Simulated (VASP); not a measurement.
Wanted: the native input for a VASP 6.6.1 run.

```yaml
Task: relaxation of cell and atoms
Functional: PBEsol
Potentials_or_basis: VASP PAW PBE potentials, release 64 (Na_pv, S)
Cutoff: 500 eV
k_mesh: 6 × 6 × 6
Occupations: gaussian, width 0.01 eV
Spin: no spin polarisation
Target_pressure: 4 GPa
Dipole_correction: no
Further_INCAR_settings: ALGO = Normal; EDIFF = 1e-07; IBRION = 2; EDIFFG = -0.002; NSW = 100; ISIF = 3
```

The structure of Na2S lies in POSCAR:

```
Na2S
1.0
    0.0000000000      3.2506202990      3.2506202990
    3.2506202990      0.0000000000      3.2506202990
    3.2506202990      3.2506202990      0.0000000000
Na S
2 1
Direct
    0.2500000000      0.2500000000      0.2500000000
    0.7500000000      0.7500000000      0.7500000000
    0.0000000000      0.0000000000      0.0000000000
```

These files were run (other wordings do the same):

INCAR

```
SYSTEM = Na2S
ALGO     = Normal         ! electronic algorithm
EDIFF    = 1E-7           ! SCF threshold, eV
EDIFFG   = -0.002         ! ionic threshold
ENCUT    = 500            ! plane-wave cutoff, eV
GGA      = PS             ! functional
GGA_COMPAT= .False.      
IBRION   = 2              ! ionic algorithm
ISIF     = 3              ! what is computed and relaxed
ISMEAR   = 0              ! smearing method
LASPH    = .True.         ! aspherical terms in the spheres
LCHARG   = .False.        ! write CHGCAR
LREAL    = .False.        ! projectors in reciprocal space
LWAVE    = .False.        ! write WAVECAR
NELM     = 120            ! most SCF steps
NELMIN   = 4            
NSW      = 100            ! ionic steps
PREC     = Accurate       ! precision mode
PSTRESS  = 40.0         
SIGMA    = 0.01           ! smearing width, eV
```

KPOINTS

```
k-points
0
Gamma
  6 6 6
  0 0 0
```

Potentials or basis: VASP PAW PBE potentials, release 64 (Na_pv, S).

Command:

```console
$ cat potpaw_PBE.64/Na_pv/POTCAR potpaw_PBE.64/S/POTCAR > POTCAR
$ mpirun -np 1 vasp_std > vasp.out
```

It gave:

| Item | Value |
| --- | --- |
| Relaxed volume | 20.62 Å³/atom |
| Relaxed cell | a = 4.439 Å, b = 4.439 Å, c = 4.439 Å, α = 60.00°, β = 60.00°, γ = 60.00° |
| Space group after relaxing (to 0.05 Å) | Fm-3m (No. 225) |
| Energy change on relaxing (the enthalpy is what falls) | +26.3 meV/atom |
| Ionic steps | 5 |
| Pressure after relaxing | 4.0 GPa |
| Band gap on the k mesh | 2.78 eV, direct |

Caveat: the cell is relaxed towards a set pressure, so the enthalpy falls and the energy may rise; the PAW data sets were made with another functional, which shifts forces and pressure a little.

Wall time 23 s on 1 thread of Intel(R) Xeon(R) 6975P-C (Granite Rapids), with other jobs on the host, peak memory 0.2 GiB.
